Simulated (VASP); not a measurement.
Here is a VASP 6.6.1 calculation.

The input INCAR:

```
SYSTEM = Ru
PREC = Accurate
ENCUT = 520
EDIFF = 1E-6
ISMEAR = -1
SIGMA = 0.05
LREAL = .FALSE.
LASPH = .TRUE.
NELM = 60
ALGO = Normal
ISIF = 2
LWAVE = .FALSE.
LCHARG = .FALSE.
GGA = PS
IVDW = 12
NBANDS = 21
```

The input KPOINTS:

```
Automatic mesh
0
G
  11 11 6
  0 0 0
```

Contents of POSCAR:

```
Ru
1.0
    2.6505640930      0.0000000000      0.0000000000
   -1.3252820465      2.2954558389      0.0000000000
    0.0000000000      0.0000000000      4.1944897589
Ru
2
Direct
    0.6666666667      0.3333333333      0.7500000000
    0.3333333333      0.6666666667      0.2500000000
```

Potentials or basis: VASP PAW PBE potentials, release 64 (Ru_pv).

Command:

```console
$ cat potpaw_PBE.64/Ru_pv/POTCAR > POTCAR
$ mpirun -np 1 vasp_std > vasp.out
```

Task: What does it give for the pressure?

Result: 8.7 GPa.

Task: Predict the dispersion energy per atom.

Result: -0.632 eV.

Task: What does it give for the band gap on the k mesh?

Result: Zero (band 14 reaches 15.53 eV, above the bottom of band 15 at 12.14 eV).

Stress tensor (GPa, compression positive):
```
8.33 0.00 0.00
0.00 8.33 0.00
0.00 0.00 9.32
```

Caveat: the PAW data sets were made with another functional, which shifts forces and pressure a little; pairwise dispersion overbinds metals, which lowers pressure and volume.
